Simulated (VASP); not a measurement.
Set up this calculation in VASP 6.6.1, as the native input.

| Property | Result |
| --- | --- |
| Task | single point |
| Functional | PBE |
| Potentials or basis | VASP PAW PBE potentials, release 64 (Zr_sv) |
| Cutoff | 520 eV |
| k mesh | 18 × 18 × 10 |
| Occupations | fermi-dirac, width 0.05 eV |
| Spin | collinear spin |
| Starting moments | [1.0, 1.0] μB |
| Dipole correction | no |
| Further INCAR settings | ALGO = Normal; EDIFF = 1e-07; NBANDS = 23 |

The structure of Zr lies in POSCAR:

```
Zr
1.0
    3.3585620864      0.0000000000      0.0000000000
   -1.6792810432      2.9086000870      0.0000000000
    0.0000000000      0.0000000000      5.3609496627
Zr
2
Direct
    0.3333333333      0.6666666667      0.2500000000
    0.6666666667      0.3333333333      0.7500000000
```

One way to write it, as run:

INCAR

```
PREC     = Accurate       # precision mode
ENCUT    = 520            # plane-wave cutoff, eV
EDIFF    = 1E-7           # SCF threshold, eV
ISMEAR   = -1             # smearing method
SIGMA    = 0.05           # smearing width, eV
LREAL    = F              # projectors in reciprocal space
LASPH    = T              # aspherical terms in the spheres
NELM     = 150            # most SCF steps
ALGO     = Normal         # electronic algorithm
ISIF     = 2              # what is computed and relaxed
LWAVE    = F              # write WAVECAR
LCHARG   = T              # write CHGCAR
ISPIN    = 2              # spin polarisation
MAGMOM   = 1 1            # initial moments
LORBIT   = 11             # projections on sites
LMAXMIX  = 4              # l up to which the mixer works
GGA      = PE             # functional
LELF     = T              # ELF
LVHAR    = T            
NBANDS   = 23             # bands
```

KPOINTS

```
regular mesh
0
Gamma
  18 18 10
```

Potentials or basis: VASP PAW PBE potentials, release 64 (Zr_sv).

Run with:

```bash
$ cat potpaw_PBE.64/Zr_sv/POTCAR > POTCAR
$ mpirun -np 1 vasp_std > vasp.out
```

Results of the run:

The pressure is -8.7 GPa, the band gap on the k mesh is zero (filled and empty bands overlap) and the net moment is 0.00 μB per cell. The valence electrons inside the program's atomic spheres are Zr 9.69.

Caveat: the cell stands under tension.

It took 3.9 min on 1 thread of Intel(R) Xeon(R) 6975P-C (Granite Rapids) (shared host), peak memory 0.46 GiB.
